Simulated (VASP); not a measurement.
**HfBr2F2: relaxation of cell and atoms with PBE**

Crystal: HfBr2F2.

```
Hf Br F
1.0
     3.77741    0.00000    0.00000
    -1.88871    3.27133    0.00000
     0.00000    0.00000    8.43932
Hf Br F
1 2 2
Direct
  0.00000 0.00000 0.00000
  0.33333 0.66667 0.27122
  0.66667 0.33333 0.72878
  0.33333 0.66667 0.94542
  0.66667 0.33333 0.05458
```

```yaml
Program: VASP 6.6.1
Task: relaxation of cell and atoms
Functional: PBE
Potentials_or_basis: VASP PAW PBE potentials, release 64 (Hf_pv, Br, F)
Cutoff: 600 eV
k_mesh: 12 × 12 × 4
Occupations: gaussian, width 0.02 eV
Spin: no spin polarisation
Dipole_correction: no
Further_INCAR_settings: ALGO = Normal; EDIFF = 1e-06; IBRION = 2; EDIFFG = -0.01; NSW = 100; ISIF = 3
```

| Quantity | Value |
| --- | --- |
| Relaxed volume | 20.65 Å³/atom |
| Relaxed cell | a = 3.758 Å, b = 3.758 Å, c = 8.444 Å, α = 90.00°, β = 90.00°, γ = 120.00° |
| Space group after relaxing (to 0.05 Å) | P-3m1 (No. 164) |
| Energy gained by relaxing | 0.9 meV/atom |
| Ionic steps | 8 |
| Pressure after relaxing | 0.0 GPa |
| Largest force after relaxing | 0.006 eV/Å |
| Band gap on the k mesh | 2.32 eV, direct |

Forces in eV/Å, atoms in the order of the input:
```
Hf   0.000  0.000  0.000
Br   0.000  0.000  0.000
Br   0.000  0.000  0.000
F    0.000  0.000  0.006
F    0.000  0.000 -0.006
```

The path:
```
step  energy change (eV)  largest force (eV/Å)  pressure (GPa)  volume (Å³)
   1              0.0000                0.0680           -0.90       104.29
   2             -0.0028                0.0644            0.63       102.53
   3             -0.0042                0.0360            0.06       103.17
   4             -0.0044                0.0263            0.02       103.24
   5             -0.0045                0.0244            0.01       103.26
   6             -0.0044                0.0214           -0.02       103.31
   7             -0.0045                0.0243           -0.01       103.28
   8             -0.0045                0.0062            0.00       103.27
```

Final structure:
```
Hf Br F
1.0
     3.75788    0.00000    0.00000
    -1.87894    3.25442    0.00000
     0.00000    0.00000    8.44435
Hf Br F
1 2 2
Direct
  0.00000 0.00000 0.00000
  0.33333 0.66667 0.27153
  0.66667 0.33333 0.72847
  0.33333 0.66667 0.94614
  0.66667 0.33333 0.05386
```

Levels at points of the mesh, in eV from the valence-band top:
```
           k point  band 16  band 17  band 18  band 19  band 20  band 21  band 22  band 23
(0.00, 0.00, 0.00)    -0.37    -0.37     0.00     0.00     2.32     2.32     2.61     5.27
(0.50, 0.00, 0.00)    -1.05    -0.99    -0.98    -0.46     2.47     2.68     3.10     3.40
(0.00, 0.00, 0.50)    -0.35    -0.35    -0.03    -0.03     2.34     2.34     2.77     5.94
(0.50, 0.00, 0.50)    -1.02    -1.02    -0.83    -0.40     2.41     2.64     3.17     3.38
```

Run time: 17 min on 1 thread of Intel Xeon 6975P-C, with other jobs on the host, peak memory 0.4 GiB.

Caveat: spin-orbit coupling is left out, which moves the levels of the heavy elements; this functional lacks dispersion, which binds the layers, so the pressure and a relaxed spacing across them are unreliable. Expect the measured gap to be larger: semilocal functionals such as PBE lack the derivative discontinuity.
